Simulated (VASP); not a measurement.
# NbAg4 (Im-3m) in VASP: further runs

NbAg4 is run at these levels: PBE; tasks: single point.

Program: VASP 6.6.1. These are calculated values, not measurements. Logs are shortened: lines on timing, memory, paths and dates and some standing lists are left out, and cuts for length are marked.

### Step 1. The cell of the first run

It takes space group Im-3m (No. 229, cubic). The conventional cell has a = 5.846 Å, b = 5.846 Å, c = 5.846 Å, α = 90.00°, β = 90.00°, γ = 90.00°. Within 3.3 Å of Nb (site symmetry m-3m) lie 8 Ag at 2.53 Å. Ag (site symmetry -3m) has 2 Nb at 2.53 Å and 6 Ag at 2.92 Å within 3.3 Å.

The cell was built from a structure type or drawn by symmetry, and may not be a known phase.

### Step 2. Single point, PBE

Input file INCAR:

```
PREC = Accurate
ENCUT = 520
EDIFF = 1E-6
ISMEAR = 0
SIGMA = 0.1
LREAL = F
LASPH = T
NELM = 80
ALGO = Normal
ISIF = 2
LWAVE = F
LCHARG = F
GGA = PE
NBANDS = 36
```

Input file KPOINTS:

```
Automatic mesh
0
Gamma
  4 4 4
```

Input file POSCAR:

```
NbAg4
1.0
   -2.9230404900      2.9230404900      2.9230404900
    2.9230404900     -2.9230404900      2.9230404900
    2.9230404900      2.9230404900     -2.9230404900
Nb Ag
1 4
Direct
    0.0000000000      0.0000000000      0.0000000000
    0.0000000000      0.0000000000      0.5000000000
    0.0000000000      0.5000000000      0.0000000000
    0.5000000000      0.0000000000      0.0000000000
    0.5000000000      0.5000000000      0.5000000000
```

Potentials or basis: VASP PAW PBE potentials, release 64 (Nb_sv, Ag).

On the command line:

```
$ cat potpaw_PBE.64/Nb_sv/POTCAR potpaw_PBE.64/Ag/POTCAR > POTCAR
$ mpirun -np 1 vasp_std > vasp.out
```

OUTCAR:

```text
PREC = Accurate
   ENCUT = 520
   EDIFF = 1E-6
   ISMEAR = 0
   LREAL = F
   LASPH = T
   NELM = 80
   ISIF = 2
   GGA = PE

 ion  position               nearest neighbor table
   1  0.000  0.000  0.000-   2 2.53   3 2.53   4 2.53   5 2.53   2 2.53   3 2.53   4 2.53   5 2.53

   2  0.000  0.000  0.500-   1 2.53   1 2.53   4 2.92   5 2.92   3 2.92   3 2.92   4 2.92   5 2.92

   3  0.000  0.500  0.000-   1 2.53   1 2.53   4 2.92   5 2.92   2 2.92   2 2.92   5 2.92   4 2.92

   4  0.500  0.000  0.000-   1 2.53   1 2.53   3 2.92   5 2.92   5 2.92   2 2.92   2 2.92   3 2.92

   5  0.500  0.500  0.500-   1 2.53   1 2.53   3 2.92   4 2.92   4 2.92   3 2.92   2 2.92   2 2.92

  LATTYP: Found a body centered cubic cell.
 ALAT       =     5.8460809800

  Lattice vectors:

 A1 = (  -2.9230404900,   2.9230404900,   2.9230404900)
 A2 = (   2.9230404900,  -2.9230404900,   2.9230404900)
 A3 = (   2.9230404900,   2.9230404900,  -2.9230404900)

Analysis of symmetry for initial positions (statically):
=====================================================================
 Subroutine PRICEL returns:
 Original cell was already a primitive cell.

 Routine SETGRP: Setting up the symmetry group for a
 body centered cubic supercell.

 Subroutine GETGRP returns: Found 48 space group operations
 (whereof 48 operations were pure point group operations)
 out of a pool of 48 trial point group operations.

The static configuration has the point symmetry O_h .

Analysis of symmetry for dynamics (positions and initial velocities):
=====================================================================
 Subroutine PRICEL returns:
 Original cell was already a primitive cell.

 Routine SETGRP: Setting up the symmetry group for a
 body centered cubic supercell.

 Subroutine GETGRP returns: Found 48 space group operations
 (whereof 48 operations were pure point group operations)
 out of a pool of 48 trial point group operations.

The dynamic configuration has the point symmetry O_h .

 Subroutine INISYM returns: Found 48 space group operations
 (whereof 48 operations are pure point group operations),
 and found     1 'primitive' translations

----------------------------------------------------------------------------------------

                                     Primitive cell

  volume of cell :      99.8998

  direct lattice vectors                    reciprocal lattice vectors
    -2.923040490  2.923040490  2.923040490     0.000000000  0.171054764  0.171054764
     2.923040490 -2.923040490  2.923040490     0.171054764  0.000000000  0.171054764
     2.923040490  2.923040490 -2.923040490     0.171054764  0.171054764  0.000000000

  length of vectors
     5.062854641  5.062854641  5.062854641     0.241907967  0.241907967  0.241907967

  position of ions in fractional coordinates (direct lattice)
     0.000000000  0.000000000  0.000000000
     0.000000000  0.000000000  0.500000000
     0.000000000  0.500000000  0.000000000
     0.500000000  0.000000000  0.000000000
     0.500000000  0.500000000  0.500000000

  ion indices of the primitive-cell ions
   primitive index   ion index
                 1           1
                 2           2
                 3           3
                 4           4
                 5           5

----------------------------------------------------------------------------------------

 KPOINTS: Automatic mesh

Automatic generation of k-mesh.
 Grid dimensions read from file:
 generate k-points for:    4    4    4

 Generating k-lattice:

  Cartesian coordinates                     Fractional coordinates (reciprocal lattice)
     0.000000000  0.042763691  0.042763691     0.250000000  0.000000000  0.000000000
     0.042763691  0.000000000  0.042763691     0.000000000  0.250000000  0.000000000
     0.042763691  0.042763691  0.000000000     0.000000000  0.000000000  0.250000000

  Length of vectors
     0.060476992  0.060476992  0.060476992

  Shift w.r.t. Gamma in fractional coordinates (k-lattice)
     0.000000000  0.000000000  0.000000000

 Subroutine IBZKPT returns following result:
 ===========================================

 Found      8 irreducible k-points:

 Following reciprocal coordinates:
            Coordinates               Weight
  0.000000  0.000000  0.000000      1.000000
  0.250000  0.000000  0.000000     12.000000
  0.500000  0.000000  0.000000      6.000000
  0.250000  0.250000  0.000000     24.000000
  0.250000  0.250000  0.250000      2.000000
 -0.250000  0.250000  0.250000      6.000000
  0.500000  0.500000  0.250000     12.000000
  0.500000  0.500000  0.500000      1.000000
   k-points           NKPTS =      8   k-points in BZ     NKDIM =      8   number of bands    NBANDS=     36
   number of dos      NEDOS =    301   number of ions     NIONS =      5
   total plane-waves  NPLWV =  64000
   dimension x,y,z NGX =    40 NGY =   40 NGZ =   40
   dimension x,y,z NGXF=    80 NGYF=   80 NGZF=   80
   ions per type =               1   4
   NGX,Y,Z   is equivalent  to a cutoff of  13.13, 13.13, 13.13 a.u.
   NGXF,Y,Z  is equivalent  to a cutoff of  26.27, 26.27, 26.27 a.u.
 SYSTEM =  unknown system
   PREC   = accura    normal or accurate (medium, high low for compatibility)
   ISTART =      0    job   : 0-new  1-cont  2-samecut
   ICHARG =      2    charge: 1-file 2-atom 10-const
   ISPIN  =      1    spin polarized calculation?
   LNONCOLLINEAR =      F non collinear calculations
   LSORBIT =      F    spin-orbit coupling
   LASPH  =      T    aspherical Exc in radial PAW
   ENCUT  =  520.0 eV  38.22 Ry    6.18 a.u.   9.41  9.41  9.41*2*pi/ulx,y,z
   NELM   =     80;   NELMIN=  2; NELMDL= -5     # of ELM steps
   EDIFF  = 0.1E-05   stopping-criterion for ELM
   LREAL  =      F    real-space projection
   EDIFFG = 0.1E-04   stopping-criterion for IOM
   NSW    =      0    number of steps for IOM
   IBRION =     -1    ionic relax: 0-MD 1-quasi-New 2-CG
   NFREE  =      0    steps in history (QN), initial steepest desc. (CG)
   ISIF   =      2    stress and relaxation
   ISYM   =      2    0-nonsym 1-usesym 2-fastsym
   POTIM  = 0.5000    time-step for ionic-motion
   TEBEG  =    0.0;   TEEND  =   0.0 temperature during run
   PSTRESS=    0.0 pullay stress
   NELECT =      57.0000    total number of electrons
   NUPDOWN=      -1.0000    fix difference up-down
   EMIN   =  10.00;   EMAX   =-10.00  energy-range for DOS
   EFERMI =   0.00;   METHOD = LEGACY
   ISMEAR =     0;   SIGMA  =   0.10  broadening in eV -4-tet -1-fermi 0-gaus
   EFERMI_NEDOS =   21; number of points for ismear=-14 and -15
   IALGO  =     38    algorithm
   IMIX   =      4    mixing-type and parameters
     AMIX     =   0.40;   BMIX     =  1.00
     AMIX_MAG =   1.60;   BMIX_MAG =  1.00
  volume/ion in A,a.u.               =      19.98       134.83
  Fermi-wavevector in a.u.,A,eV,Ry     =   1.357829  2.565924 25.085041  1.843699
  Thomas-Fermi vector in A             =   2.484714
   LORBIT       =      0    0 simple, 1 ext, 2 COOP (PROOUT), +10 PAW based schemes
   GGA     = PE    functional components
   LHFCALC =     F    Hartree Fock is set to
   AEXX    =    0.0000 exact exchange contribution
   IVDW    =     0    specifies the selected vdW correction
   LEPSILON=     F    determine dielectric tensor
   LRPA    =     F    only Hartree local field effects (RPA)
 non-spin polarized calculation
 Gauss-broadening in eV      SIGMA  =   0.10
  energy-cutoff  :      520.00
  volume of cell :       99.90
 maximum number of plane-waves:      2731
 NGX is ok and might be reduce to    40
   NGX = 19   NGY = 19   NGZ = 19

 number of electron      56.9999974 magnetization

 Free energy of the ion-electron system (eV)
  ---------------------------------------------------
  ext. energy  EPLUGINS =         0.00000000
  ---------------------------------------------------
  free energy    TOTEN  =       -15.09606143 eV

  energy without entropy =      -15.07393976  energy(sigma->0) =      -15.08500060

 E-fermi :   7.5864     XC(G=0): -11.2200

 val. band max:        7.3881159227   @ k =   0.5000   0.0000   0.0000
 cond. band min:       7.6575892847   @ k =   0.2500   0.2500   0.0000
 fundamental gap:      0.2694733620
 Fermi energy:         7.5864058722

 k-point     1 :       0.0000    0.0000    0.0000
  band No.  band energies     occupation
      1     -47.8083      2.00000
      2     -23.9857      2.00000
      3     -23.9857      2.00000
      4     -23.9857      2.00000
      5       0.1126      2.00000
      6       0.4506      2.00000
[... 28 lines left out ...]
     35      10.2169      0.00000
     36      10.2169      0.00000

 k-point     2 :       0.2500    0.0000    0.0000
  band No.  band energies     occupation
      1     -47.8063      2.00000
      2     -24.0112      2.00000
      3     -23.9988      2.00000
      4     -23.9867      2.00000
      5       0.4319      2.00000
      6       0.7430      2.00000
[... 28 lines left out ...]
     35      11.5972      0.00000
     36      11.9041      0.00000

 k-point     3 :       0.5000    0.0000    0.0000
  band No.  band energies     occupation
      1     -47.8043      2.00000
      2     -24.0366      2.00000
      3     -24.0120      2.00000
      4     -23.9877      2.00000
      5       0.5118      2.00000
      6       1.1648      2.00000
[... 28 lines left out ...]
     35      12.9339      0.00000
     36      13.6627      0.00000

 k-point     4 :       0.2500    0.2500    0.0000
  band No.  band energies     occupation
      1     -47.8043      2.00000
      2     -24.0294      2.00000
      3     -24.0121      2.00000
      4     -23.9948      2.00000
      5       0.7514      2.00000
      6       1.0188      2.00000
[... 28 lines left out ...]
     35      13.1365      0.00000
     36      13.8452      0.00000

 k-point     5 :       0.2500    0.2500    0.2500
  band No.  band energies     occupation
      1     -47.8043      2.00000
      2     -24.0121      2.00000
      3     -24.0121      2.00000
      4     -24.0121      2.00000
      5       1.3278      2.00000
      6       1.4997      2.00000
[... 28 lines left out ...]
     35      15.2494      0.00000
     36      15.2494      0.00000

 k-point     6 :      -0.2500    0.2500    0.2500
  band No.  band energies     occupation
      1     -47.8043      2.00000
      2     -24.0123      2.00000
      3     -24.0121      2.00000
      4     -24.0121      2.00000
      5       0.8511      2.00000
      6       0.8781      2.00000
[... 28 lines left out ...]
     35      13.0172      0.00000
     36      13.0172      0.00000

 k-point     7 :       0.5000    0.5000    0.2500
  band No.  band energies     occupation
      1     -47.8023      2.00000
      2     -24.0375      2.00000
      3     -24.0252      2.00000
      4     -24.0132      2.00000
      5       0.9698      2.00000
      6       1.3675      2.00000
[... 28 lines left out ...]
     35      11.5758      0.00000
     36      13.7642      0.00000

 k-point     8 :       0.5000    0.5000    0.5000
  band No.  band energies     occupation
      1     -47.8004      2.00000
      2     -24.0385      2.00000
      3     -24.0385      2.00000
      4     -24.0385      2.00000
      5       1.3179      2.00000
      6       1.3179      2.00000
[... 28 lines left out ...]
     35      10.0509      0.00000
     36      16.0793      0.00000

------------------------ aborting loop because EDIFF is reached ----------------------------------------

  FORCE on cell =-STRESS in cart. coord.  units (eV):
  Direction    XX          YY          ZZ          XY          YZ          ZX
  --------------------------------------------------------------------------------------
  -------------------------------------------------------------------------------------
  Total       10.1728511     10.1728511     10.1728511      0.0000000     -0.0000000      0.0000000
  in kB      163.1506416    163.1506416    163.1506416      0.0000000     -0.0000000      0.0000000
  external PRESSURE =     163.1506416 kB  Pullay stress =       0.0000000 kB

 VOLUME and BASIS-vectors are now :
 -----------------------------------------------------------------------------
  energy-cutoff  :      520.00
  volume of cell :       99.90
      direct lattice vectors                 reciprocal lattice vectors
    -2.923040490  2.923040490  2.923040490     0.000000000  0.171054764  0.171054764
     2.923040490 -2.923040490  2.923040490     0.171054764  0.000000000  0.171054764
     2.923040490  2.923040490 -2.923040490     0.171054764  0.171054764  0.000000000

 POSITION                                       TOTAL-FORCE (eV/Angst)
 -----------------------------------------------------------------------------------
      0.00000      0.00000      0.00000         0.000000     -0.000000      0.000000
      1.46152      1.46152     -1.46152         0.000000     -0.000000     -0.000000
      1.46152     -1.46152      1.46152         0.000000      0.000000      0.000000
     -1.46152      1.46152      1.46152        -0.000000      0.000000      0.000000
      1.46152      1.46152      1.46152        -0.000000      0.000000     -0.000000
 -----------------------------------------------------------------------------------
    total drift:                                0.000000     -0.000000      0.000000

  FREE ENERGIE OF THE ION-ELECTRON SYSTEM (eV)
  ---------------------------------------------------
  free  energy   TOTEN  =       -15.0960614336 eV

  energy  without entropy=      -15.0739397597  energy(sigma->0) =      -15.08500060
```

It took 19 s on 1 thread of Intel Xeon 6975P-C (Granite Rapids), shared host; peak memory 0.24 GiB.

What came out:

* Free energy: -15.0961 eV
* Pressure: 16.3 GPa
* Band gap on the k mesh: zero (an odd number of electrons rules out a gap without spin polarisation)

Levels at points of the mesh, in eV from the Fermi level:
| k point | band 25 | band 26 | band 27 | band 28 | band 29 | band 30 | band 31 | band 32 |
| --- | --- | --- | --- | --- | --- | --- | --- | --- |
| (0.00, 0.00, 0.00) | -3.61 | 0.73 | 0.73 | 0.73 | 1.42 | 1.42 | 2.15 | 2.15 |
| (0.50, 0.00, 0.00) | -3.74 | -3.69 | -1.33 | -0.79 | -0.20 | 0.49 | 0.82 | 1.05 |
| (0.50, 0.50, 0.50) | -2.63 | -2.63 | -2.08 | -1.20 | -1.20 | -1.20 | -0.28 | -0.28 |

Caveat: the k points lie up to 0.38 Å⁻¹ apart, too coarse for converged energies and pressures of a metal.

### Step 3. Single point, PBE

This run uses another cell than the first one, of 23.79 Å³/atom.

Input file INCAR:

```
SYSTEM = NbAg4
ALGO = Fast
EDIFF = 1E-6
ENCUT = 520
GGA = PE
ISIF = 2
ISMEAR = 0
LASPH = .True.
LCHARG = .False.
LREAL = .False.
LWAVE = .False.
NBANDS = 36
NELM = 80
PREC = Accurate
SIGMA = 0.1
```

Input file KPOINTS:

```
k-points
0
Gamma
  4 4 4
  0 0 0
```

Edit POSCAR of step 2 so:

```diff
@@ -2,5 +2,5 @@
 1.0
-   -2.9230404900      2.9230404900      2.9230404900
-    2.9230404900     -2.9230404900      2.9230404900
-    2.9230404900      2.9230404900     -2.9230404900
+   -3.0980176721      3.0980176721      3.0980176721
+    3.0980176721     -3.0980176721      3.0980176721
+    3.0980176721      3.0980176721     -3.0980176721
 Nb Ag
```

Potentials or basis: VASP PAW PBE potentials, release 64 (Nb_sv, Ag).

On the command line:

```
$ cat potpaw_PBE.64/Nb_sv/POTCAR potpaw_PBE.64/Ag/POTCAR > POTCAR
$ mpirun -np 1 vasp_std > vasp.out
```

It took 31 s on 1 thread of Intel Xeon 6975P-C (Granite Rapids), shared host; peak memory 0.24 GiB.

Results (log left out):

```
Free energy            : -15.9138 eV
Pressure               : 0.0 GPa
Band gap on the k mesh : zero (an odd number of electrons rules out a gap without spin polarisation)
```

Levels at points of the mesh, in eV from the Fermi level:
```
           k point  band 26  band 27  band 28  band 29  band 30  band 31
(0.00, 0.00, 0.00)     0.45     0.45     0.45     1.21     1.21     2.01
(0.50, 0.00, 0.00)    -2.99    -0.97    -0.70    -0.11     0.53     0.73
(0.50, 0.50, 0.50)    -1.73    -1.73    -0.81    -0.81    -0.81    -0.39
```

### Step 4. Single point, PBE

This run uses another cell than the first one, of 23.93 Å³/atom.

Input file INCAR:

```
PREC     = Accurate       # precision mode
ENCUT    = 520            # plane-wave cutoff, eV
EDIFF    = 1E-6           # SCF threshold, eV
ISMEAR   = 0              # smearing method
SIGMA    = 0.1            # smearing width, eV
LREAL    = F              # projectors in reciprocal space
LASPH    = T              # aspherical terms in the spheres
NELM     = 60             # most SCF steps
ALGO     = Fast           # electronic algorithm
ISIF     = 2              # what is computed and relaxed
LWAVE    = F              # write WAVECAR
LCHARG   = F              # write CHGCAR
GGA      = PE             # functional
NBANDS   = 36             # bands
```

Input file KPOINTS:

```
regular mesh
0
Gamma
  8 8 8
```

Edit POSCAR of step 3 so:

```diff
@@ -2,5 +2,5 @@
 1.0
-   -3.0980176721      3.0980176721      3.0980176721
-    3.0980176721     -3.0980176721      3.0980176721
-    3.0980176721      3.0980176721     -3.0980176721
+   -3.1041289740      3.1041289740      3.1041289740
+    3.1041289740     -3.1041289740      3.1041289740
+    3.1041289740      3.1041289740     -3.1041289740
 Nb Ag
```

On the command line:

```
$ cat potpaw_PBE.64/Nb_sv/POTCAR potpaw_PBE.64/Ag/POTCAR > POTCAR
$ mpirun -np 1 vasp_std > vasp.out
```

Run time: 86 s. Hardware: 1 thread of Intel Xeon 6975P-C (Granite Rapids), shared host; peak memory 0.3 GiB.

Results (log left out):

| Quantity | Value |
| --- | --- |
| Free energy | -15.8839 eV |
| Pressure | 0.0 GPa |
| Band gap on the k mesh | zero (an odd number of electrons rules out a gap without spin polarisation) |

Levels at points of the mesh, in eV from the Fermi level:
| k point | band 26 | band 27 | band 28 | band 29 | band 30 | band 31 |
| --- | --- | --- | --- | --- | --- | --- |
| (0.00, 0.00, 0.00) | 0.44 | 0.44 | 0.44 | 1.22 | 1.22 | 2.01 |
| (0.50, 0.00, 0.00) | -2.98 | -0.95 | -0.70 | -0.09 | 0.54 | 0.74 |
| (0.50, 0.50, 0.50) | -1.70 | -1.70 | -0.78 | -0.78 | -0.78 | -0.40 |

### Step 5. Overview

```csv
cell,k mesh,gap on the mesh (eV),pressure (GPa)
"a = 5.063 Å, angles 109.5°, 5 atoms",4 × 4 × 4,none,16.3
"a = 5.366 Å, angles 109.5°, 5 atoms",4 × 4 × 4,none,0.0
"a = 5.377 Å, angles 109.5°, 5 atoms",8 × 8 × 8,none,0.0
```

Alike in all rows: task single point; level PBE; potentials or basis VASP PAW PBE potentials, release 64 (Nb_sv, Ag); no spin polarisation; cutoff (eV) 520; smearing gaussian 0.1 eV.

Caveats: some runs use coarse meshes.

Total energies depend on the potentials used, so only differences within one code and one set of settings carry meaning.
